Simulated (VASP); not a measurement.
Co, 2 atoms in the cell. It takes space group P6_3/mmc (No. 194, hexagonal). Conventional cell: a = 2.468 Å, b = 2.468 Å, c = 4.008 Å, α = 90.00°, β = 90.00°, γ = 120.00°. Co (site symmetry -6m2) has 12 Co at 2.46 to 2.47 Å within 3.2 Å.  This cell differs from its parent crystal: volume scaled by 0.9405.

- Program: VASP 6.6.1
- Task: electric field gradients
- Functional: PBE
- Potentials or basis: VASP PAW PBE potentials, release 64 (Co)
- Cutoff: 520 eV
- k mesh: 19 × 19 × 10
- Occupations: fermi-dirac, width 0.05 eV
- Spin: collinear spin, ferromagnetic start
- Starting moments: [2.0, 2.0] μB
- Dipole correction: no
- Further INCAR settings: ALGO = Normal; EDIFF = 1e-08; NBANDS = 20

Potentials or basis: VASP PAW PBE potentials, release 64 (Co).

Command:

```sh
$ cat potpaw_PBE.64/Co/POTCAR > POTCAR
$ mpirun -np 1 vasp_std > vasp.out
```

Hardware: 1 thread of Intel(R) Xeon(R) 6975P-C (Granite Rapids) (shared host).

Task: How long does it take, and how much memory?

Result: Wall time 100 s on 1 thread of Intel(R) Xeon(R) 6975P-C (Granite Rapids), on a shared host, peak memory 0.25 GiB. Counts: scf iterations 18, k points 240.
